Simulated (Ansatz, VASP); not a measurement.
## One calculation of Cu, two programs

INCAR

```
  ALGO = Fast
  EDIFF = 1E-6
  ENCUT = 520
  GGA = PS
  ISIF = 2
  ISMEAR = 0
  LASPH = T
  LCHARG = F
  LREAL = F
  LWAVE = F
  NBANDS = 18
  NELM = 80
  PREC = Accurate
  SIGMA = 0.15
```

File KPOINTS:

```
k-points
0
Gamma
  20 20 20
```

File POSCAR:

```
Cu
1.0
    1.1697251424     -3.8173228900      0.0000000000
    1.1697251424      3.8173228900      0.0000000000
    0.0000000000      0.0000000000      2.5745153444
Cu
2
Direct
    0.1338666500      0.8661333500      0.2500000000
    0.8661333500      0.1338666500      0.7500000000
```

Input for Ansatz:

```yaml
crystal:
  lattice:
    - [1.1697251424, -3.81732289, 0.0]
    - [1.1697251424, 3.81732289, 0.0]
    - [0.0, 0.0, 2.5745153444]
  atoms:
    - { symbol: Cu, position: [0.13386665, 0.86613335, 0.25] }
    - { symbol: Cu, position: [0.86613335, 0.13386665, 0.75] }
basis:
  ecutwfc: 420
kpoints:
  mp_grid: { grid: [20, 20, 20] }
hamiltonian:
  xc: pbesol
scf:
  occupations: { method: gaussian, width: 0.15 }
output:
  forces: true
  stress: true
  eigenvalues: true
```

Change from the starting cell: strain -0.040 along x and y, +0.040 along z, atoms carried along.

Alike in both runs: task single point; functional PBEsol; k mesh 20 × 20 × 20; occupations gaussian, width 0.15 eV; no spin polarisation.

|  | VASP | Ansatz |
| --- | --- | --- |
| version | VASP 6.6.1 | Ansatz 0.2.0 |
| potentials or method | VASP PAW PBE potentials, release 64 (Cu), cutoff 520 eV | scalar-relativistic, plane waves, PAW |
| valence electrons in the cell | 22 | 38 |

```tsv
	VASP	Ansatz	Ansatz less VASP
gap on the k mesh at the Fermi level (eV)	none	none	-
pressure (GPa)	8.0	6.2	-1.77
traceless stress, the component that is largest in VASP (GPa)	-9.51	-9.57	-0.062
rms of the force components (eV/Å)	0.046	0.043	-0.0031
```

VASP's potentials were made for PBE, not for PBEsol. Atom by atom the forces differ by 0.003 eV/Å (rms over components). A gap of «none» marks a metal or a gap that the smearing closes. VASP's potentials hold 22 valence electrons a cell and Ansatz's 38, so a difference there can come from the potentials and not from the codes.
